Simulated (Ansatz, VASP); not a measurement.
**One calculation of Ag, two programs**

```
Ag
1.0
     0.00000    2.01514    2.01514
     2.01514    0.00000    2.01514
     2.01514    2.01514    0.00000
Ag
1
Direct
  0.00000 0.00000 0.00000
```

Change from the starting cell: volume scaled by 0.96.

Alike in both runs: task single point; functional LDA; k mesh 11 × 11 × 11; occupations fermi-dirac, width 0.025 eV; collinear spin.

```csv
,VASP,Ansatz
version,VASP 6.6.1,Ansatz 0.2.0
potentials or method,"VASP PAW LDA potentials, release 64 (Ag), cutoff 520 eV","all-electron LAPW, scalar-relativistic"
```

|  | VASP | Ansatz | Ansatz less VASP |
| --- | --- | --- | --- |
| gap on the k mesh at the Fermi level (eV) | none | none | - |
| pressure (GPa) | -3.1 | -3.2 | -0.14 |
| net moment per atom (μB) | 0.00 | 0.00 | 0.000 |

LDA's correlation is that of Perdew and Zunger in VASP and of Perdew and Wang (1992) in Ansatz. A gap of «none» marks a metal or a gap that the smearing closes. Ansatz ran all-electron here, and VASP with PAW potentials.
